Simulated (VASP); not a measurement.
A run of VASP 6.6.1:

INCAR

```
PREC = Accurate
ENCUT = 520
EDIFF = 1E-6
ISMEAR = 0
SIGMA = 0.15
LREAL = False
LASPH = True
NELM = 100
ALGO = Normal
ISIF = 2
LWAVE = False
LCHARG = False
GGA = PS
NBANDS = 16
```

The input KPOINTS:

```
Automatic mesh
0
Gamma
  12 12 6
```

Contents of POSCAR:

```
K
1.0
    4.8576439408      0.0000000000      0.0000000000
   -2.4288219704      4.2068430553      0.0000000000
    0.0000000000      0.0000000000      7.8299713200
K
2
Direct
    0.3333333333      0.6666666667      0.2500000000
    0.6666666667      0.3333333333      0.7500000000
```

Potentials or basis: VASP PAW PBE potentials, release 64 (K_sv).

Launch:

```sh
$ cat potpaw_PBE.64/K_sv/POTCAR > POTCAR
$ mpirun -np 1 vasp_std > vasp.out
```

Hardware: 1 thread of AMD EPYC 7R43 64-Core Processor (Zen 3), on a shared host.

Question: Estimate the wall time of this run.

Answer: Wall time 2.2 min on 1 thread of AMD EPYC 7R43 64-Core Processor (Zen 3), with other jobs on the host, peak memory 0.3 GiB. Counts: scf iterations 11, k points 76.
